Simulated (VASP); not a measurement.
# PbSe (Fm-3m) in VASP: dielectric tensor with r2SCAN

Aim: the dielectric tensor of PbSe with r2SCAN.

Everything below comes from runs of VASP 6.6.1. Logs are shortened: lines on timing, memory, paths and dates and some standing lists are left out, and cuts for length are marked.

## Step 1: The cell of the first run

It takes space group Fm-3m (No. 225, cubic). The conventional cell has a = 6.177 Å, b = 6.177 Å, c = 6.177 Å, α = 90.00°, β = 90.00°, γ = 90.00°. Pb (site symmetry m-3m) has 6 Se at 3.09 Å within 4.1 Å. Se (site symmetry m-3m) has 6 Pb at 3.09 Å within 4.1 Å.

## Step 2: Dielectric tensor, r2SCAN

Contents of INCAR:

```
SYSTEM = PbSe
PREC = Accurate
ENCUT = 520
EDIFF = 1E-8
ISMEAR = 0
SIGMA = 0.01
LREAL = .False.
LASPH = .True.
NELM = 80
ALGO = Normal
ISIF = 2
LWAVE = .False.
LCHARG = .False.
METAGGA = R2SCAN
LMIXTAU = .True.
LCALCEPS = .True.
```

Contents of KPOINTS:

```
Automatic mesh
0
Gamma
  6 6 6
  0 0 0
```

Contents of POSCAR:

```
PbSe
1.0
    0.0000000000      3.0887022195      3.0887022195
    3.0887022195      0.0000000000      3.0887022195
    3.0887022195      3.0887022195      0.0000000000
Pb Se
1 1
Direct
    0.0000000000      0.0000000000      0.0000000000
    0.5000000000      0.5000000000      0.5000000000
```

Potentials or basis: VASP PAW PBE potentials, release 64 (Pb_d, Se).

On the command line:

```bash
$ cat potpaw_PBE.64/Pb_d/POTCAR potpaw_PBE.64/Se/POTCAR > POTCAR
$ mpirun -np 1 vasp_std > vasp.out
```

OUTCAR:

```text
SYSTEM = PbSe
   PREC = Accurate
   ENCUT = 520
   EDIFF = 1E-8
   ISMEAR = 0
   LREAL = .False.
   LASPH = .True.
   NELM = 80
   ISIF = 2
   METAGGA = R2SCAN

 ion  position               nearest neighbor table
   1  0.000  0.000  0.000-   2 3.09   2 3.09   2 3.09   2 3.09   2 3.09   2 3.09
   2  0.500  0.500  0.500-   1 3.09   1 3.09   1 3.09   1 3.09   1 3.09   1 3.09

  LATTYP: Found a face centered cubic cell.
 ALAT       =     6.1774044390

  Lattice vectors:

 A1 = (   0.0000000000,   3.0887022195,   3.0887022195)
 A2 = (   3.0887022195,   0.0000000000,   3.0887022195)
 A3 = (   3.0887022195,   3.0887022195,   0.0000000000)

Analysis of symmetry for initial positions (statically):
=====================================================================
 Subroutine PRICEL returns:
 Original cell was already a primitive cell.

 Routine SETGRP: Setting up the symmetry group for a
 face centered cubic supercell.

 Subroutine GETGRP returns: Found 48 space group operations
 (whereof 48 operations were pure point group operations)
 out of a pool of 48 trial point group operations.

The static configuration has the point symmetry O_h .

Analysis of symmetry for dynamics (positions and initial velocities):
=====================================================================
 Subroutine PRICEL returns:
 Original cell was already a primitive cell.

 Routine SETGRP: Setting up the symmetry group for a
 face centered cubic supercell.

 Subroutine GETGRP returns: Found 48 space group operations
 (whereof 48 operations were pure point group operations)
 out of a pool of 48 trial point group operations.

The dynamic configuration has the point symmetry O_h .

 Subroutine INISYM returns: Found 48 space group operations
 (whereof 48 operations are pure point group operations),
 and found     1 'primitive' translations

----------------------------------------------------------------------------------------

                                     Primitive cell

  volume of cell :      58.9329

  direct lattice vectors                    reciprocal lattice vectors
     0.000000000  3.088702220  3.088702220    -0.161880286  0.161880286  0.161880286
     3.088702220  0.000000000  3.088702220     0.161880286 -0.161880286  0.161880286
     3.088702220  3.088702220  0.000000000     0.161880286  0.161880286 -0.161880286

  length of vectors
     4.368084569  4.368084569  4.368084569     0.280384881  0.280384881  0.280384881

  position of ions in fractional coordinates (direct lattice)
     0.000000000  0.000000000  0.000000000
     0.500000000  0.500000000  0.500000000

  ion indices of the primitive-cell ions
   primitive index   ion index
                 1           1
                 2           2

----------------------------------------------------------------------------------------

 KPOINTS: Automatic mesh

Automatic generation of k-mesh.
 Grid dimensions read from file:
 generate k-points for:    6    6    6

 Generating k-lattice:

  Cartesian coordinates                     Fractional coordinates (reciprocal lattice)
    -0.026980048  0.026980048  0.026980048     0.166666667  0.000000000  0.000000000
     0.026980048 -0.026980048  0.026980048     0.000000000  0.166666667  0.000000000
     0.026980048  0.026980048 -0.026980048     0.000000000  0.000000000  0.166666667

  Length of vectors
     0.046730813  0.046730813  0.046730813

  Shift w.r.t. Gamma in fractional coordinates (k-lattice)
     0.000000000  0.000000000  0.000000000

 Subroutine IBZKPT returns following result:
 ===========================================

 Found     16 irreducible k-points:

 Following reciprocal coordinates:
            Coordinates               Weight
  0.000000  0.000000  0.000000      1.000000
  0.166667  0.000000  0.000000      8.000000
[... 27 lines left out ...]
   LNONCOLLINEAR =      F non collinear calculations
   LSORBIT =      F    spin-orbit coupling
   LASPH  =      T    aspherical Exc in radial PAW
   ENCUT  =  520.0 eV  38.22 Ry    6.18 a.u.   8.12  8.12  8.12*2*pi/ulx,y,z
   NELM   =     80;   NELMIN=  2; NELMDL= -5     # of ELM steps
   EDIFF  = 0.1E-07   stopping-criterion for ELM
   LREAL  =      F    real-space projection
   EDIFFG = 0.1E-06   stopping-criterion for IOM
   NSW    =      0    number of steps for IOM
   IBRION =     -1    ionic relax: 0-MD 1-quasi-New 2-CG
   NFREE  =      0    steps in history (QN), initial steepest desc. (CG)
   ISIF   =      2    stress and relaxation
   ISYM   =      2    0-nonsym 1-usesym 2-fastsym
   POTIM  = 0.5000    time-step for ionic-motion
   TEBEG  =    0.0;   TEEND  =   0.0 temperature during run
   PSTRESS=    0.0 pullay stress
   NELECT =      20.0000    total number of electrons
   NUPDOWN=      -1.0000    fix difference up-down
   EMIN   =  10.00;   EMAX   =-10.00  energy-range for DOS
   EFERMI =   0.00;   METHOD = LEGACY
   ISMEAR =     0;   SIGMA  =   0.01  broadening in eV -4-tet -1-fermi 0-gaus
   EFERMI_NEDOS =   21; number of points for ismear=-14 and -15
   IALGO  =     38    algorithm
   IMIX   =      4    mixing-type and parameters
     AMIX     =   0.40;   BMIX     =  1.00
     AMIX_MAG =   1.60;   BMIX_MAG =  1.00
  volume/ion in A,a.u.               =      29.47       198.85
  Fermi-wavevector in a.u.,A,eV,Ry     =   1.141911  2.157898 17.741452  1.303960
  Thomas-Fermi vector in A             =   2.278610
   LORBIT       =      0    0 simple, 1 ext, 2 COOP (PROOUT), +10 PAW based schemes
   METAGGA = R2SCAN    functional components
   LHFCALC =     F    Hartree Fock is set to
   AEXX    =    0.0000 exact exchange contribution
   IVDW    =     0    specifies the selected vdW correction
   LEPSILON=     F    determine dielectric tensor
   LRPA    =     F    only Hartree local field effects (RPA)
   LRPA       =     F
 non-spin polarized calculation
 Gauss-broadening in eV      SIGMA  =   0.01
  energy-cutoff  :      520.00
  volume of cell :       58.93
 maximum number of plane-waves:      1600
   NGX = 17   NGY = 17   NGZ = 17

 Total electronic dipole moment: p[elc]=(    -0.00000    -0.00000    -0.00000 ) |e| Angst

 Total electronic dipole moment: p[elc]=(     0.00000    -0.00000     0.00000 ) |e| Angst

 number of electron      19.9999993 magnetization

 Free energy of the ion-electron system (eV)
  ---------------------------------------------------
  ext. energy  EPLUGINS =         0.00000000
  ---------------------------------------------------
  free energy    TOTEN  =       -71.94141227 eV

  energy without entropy =      -71.94141227  energy(sigma->0) =      -71.94141227

 E-fermi :   4.6123     XC(G=0):  -9.9336

 val. band max:        4.5554137580   @ k =   0.5000   0.0000   0.0000
 cond. band min:   10000.0000000000   @ k =   0.0000   0.0000   0.0000
 fundamental gap:   9995.4445862420
 Fermi energy:         4.6123464637

 k-point     1 :       0.0000    0.0000    0.0000
  band No.  band energies     occupation
      1     -12.8453      2.00000
      2     -12.8452      2.00000
      3     -12.8452      2.00000
      4     -12.8406      2.00000
      5     -12.8406      2.00000
      6      -9.3353      2.00000
      7      -1.8233      2.00000
      8       2.6782      2.00000
      9       2.6782      2.00000
     10       2.6782      2.00000
     11   10000.0000      0.00000
     12   10000.0000      0.00000
     13   10000.0000      0.00000
     14   10000.0000      0.00000
[... 377 lines left out ...]
      1     -12.8794      2.00000
      2     -12.8480      2.00000
      3     -12.8433      2.00000
      4     -12.8270      2.00000
      5     -12.8200      2.00000
      6      -8.6444      2.00000
      7      -3.2905      2.00000
      8       2.1877      2.00000
      9       2.2348      2.00000
     10       3.2405      2.00000
     11   10000.0000      0.00000
     12   10000.0000      0.00000
     13   10000.0000      0.00000
     14   10000.0000      0.00000

 [... further k-points ...]

------------------------ aborting loop because EDIFF is reached ----------------------------------------

            Ionic dipole moment: p[ion]=(   -18.53221   -18.53221   -18.53221 ) |e| Angst

 Total electronic dipole moment: p[elc]=(     0.00043     0.00043     0.05203 ) |e| Angst

 MACROSCOPIC STATIC DIELECTRIC TENSOR (including local field effects)
 ------------------------------------------------------
          16.976185    -0.000000    -0.000000
           0.000000    16.976185    -0.000000
           0.000000     0.000000    16.976185
 ------------------------------------------------------

 PIEZOELECTRIC TENSOR (including local field effects) (e Angst)
          XX          YY          ZZ          XY          YZ          ZX
  --------------------------------------------------------------------------------
  x     0.00000     0.00000     0.00000     0.00000     0.00000     0.00000
  y     0.00000     0.00000     0.00000     0.00000     0.00000     0.00000
  z     0.00000     0.00000     0.00000     0.00000     0.00000     0.00000

 PIEZOELECTRIC TENSOR (including local field effects) (C/m^2)
          XX          YY          ZZ          XY          YZ          ZX
  --------------------------------------------------------------------------------
  x     0.00000     0.00000     0.00000     0.00000     0.00000     0.00000
  y     0.00000     0.00000     0.00000     0.00000     0.00000     0.00000
  z     0.00000     0.00000     0.00000     0.00000     0.00000     0.00000

 BORN EFFECTIVE CHARGES (including local field effects) (in |e|, cummulative output)
 ---------------------------------------------------------------------------------
 ion    1
    1     4.68607    -0.00000    -0.00000
    2     0.00000     4.68607     0.00000
    3    -0.00000    -0.00000     4.68607
 ion    2
    1    -4.68607     0.00000     0.00000
    2    -0.00000    -4.68607    -0.00000
    3     0.00000     0.00000    -4.68607

  FORCE on cell =-STRESS in cart. coord.  units (eV):
  Direction    XX          YY          ZZ          XY          YZ          ZX
  --------------------------------------------------------------------------------------
  -------------------------------------------------------------------------------------
  Total       -0.0048106     -0.0048106     -0.0048106      0.0000000      0.0000000      0.0000000
  in kB       -0.1307831     -0.1307831     -0.1307831      0.0000000      0.0000000      0.0000000
  external PRESSURE =      -0.1307831 kB  Pullay stress =       0.0000000 kB

 VOLUME and BASIS-vectors are now :
 -----------------------------------------------------------------------------
  energy-cutoff  :      520.00
  volume of cell :       58.93
      direct lattice vectors                 reciprocal lattice vectors
     0.000000000  3.088702220  3.088702220    -0.161880286  0.161880286  0.161880286
     3.088702220  0.000000000  3.088702220     0.161880286 -0.161880286  0.161880286
     3.088702220  3.088702220  0.000000000     0.161880286  0.161880286 -0.161880286

 POSITION                                       TOTAL-FORCE (eV/Angst)
 -----------------------------------------------------------------------------------
      0.00000      0.00000      0.00000        -0.000000     -0.000000     -0.000000
      3.08870      3.08870      3.08870         0.000000      0.000000      0.000000
 -----------------------------------------------------------------------------------
    total drift:                                0.000000     -0.000000     -0.000000

  FREE ENERGIE OF THE ION-ELECTRON SYSTEM (eV)
  ---------------------------------------------------
  free  energy   TOTEN  =       -71.9414122711 eV

  energy  without entropy=      -71.9414122711  energy(sigma->0) =      -71.94141227
```

Wall time 59 min (1 thread of Intel Xeon Platinum 8259CL at 2.50GHz (Skylake/Cascade Lake), shared host); peak memory 0.39 GiB.

Results:

| Property | Result |
| --- | --- |
| Band gap on the k mesh | 0.67 eV |
| Electronic dielectric tensor (diagonal) | 16.98 |
| Born charges (mean of the diagonal) | Pb +4.69; Se -4.69 e |

Electronic dielectric tensor:
```
16.98  0.00  0.00
 0.00 16.98  0.00
 0.00  0.00 16.98
```

Born effective charge tensors (e):
atom 1, Pb
```
4.69 0.00 0.00
0.00 4.69 0.00
0.00 0.00 4.69
```
atom 2, Se
```
-4.69  0.00  0.00
 0.00 -4.69  0.00
 0.00  0.00 -4.69
```

Dipole moments of the cell (e·Å, modulo the quantum): ionic -18.532, -18.532, -18.532; electronic 0.000, 0.000, 0.052

Caveat: the gap is small at this level, which inflates the dielectric constant; the PAW data sets were made with another functional, which shifts forces and pressure a little; spin-orbit coupling is left out, which moves the levels of the heavy elements. A k mesh can miss the band edges.
